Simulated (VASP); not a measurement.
Here is a VASP 6.6.1 calculation.

Contents of INCAR:

```
PREC = Accurate ; ENCUT = 600
EDIFF = 1E-6 ; ISMEAR = 0
SIGMA = 0.1 ; LREAL = False
LASPH = True ; NELM = 120
ALGO = Normal ; ISIF = 2
LWAVE = False ; LCHARG = True
GGA = PE ; LELF = True
LVHAR = True ; NBANDS = 26
GGA_COMPAT = False
```

Contents of KPOINTS:

```
Automatic mesh
0
Gamma
  6 6 4
```

POSCAR

```
Ga2PN
1.0
    3.2408886741     -0.0000000024      0.0000000000
   -1.6204443350      2.8066919238      0.0000000000
    0.0000000000      0.0000000000      5.9532215578
Ga P N
2 1 1
Direct
    0.6666666667      0.3333333333      0.7843050840
    0.6666666667      0.3333333333      0.2156949160
    0.3333333333      0.6666666667      0.5000000000
    0.0000000000      0.0000000000      0.0000000000
```

Potentials or basis: VASP PAW PBE potentials, release 64 (Ga_d, P, N).

The run is started by

```sh
$ cat potpaw_PBE.64/Ga_d/POTCAR potpaw_PBE.64/P/POTCAR potpaw_PBE.64/N/POTCAR > POTCAR
$ mpirun -np 1 vasp_std > vasp.out
```

(1) What does it give for the band gap on the k mesh?

(2) Estimate the largest force.

(3) Estimate the pressure.

Results:

(1) zero (bands 18 and 19 overlap by 4.10 eV).

(2) 0.018 eV/Å.

(3) 0.1 GPa.

Caveat: the k points lie up to 0.37 Å⁻¹ apart, too coarse for converged energies and pressures of a metal.
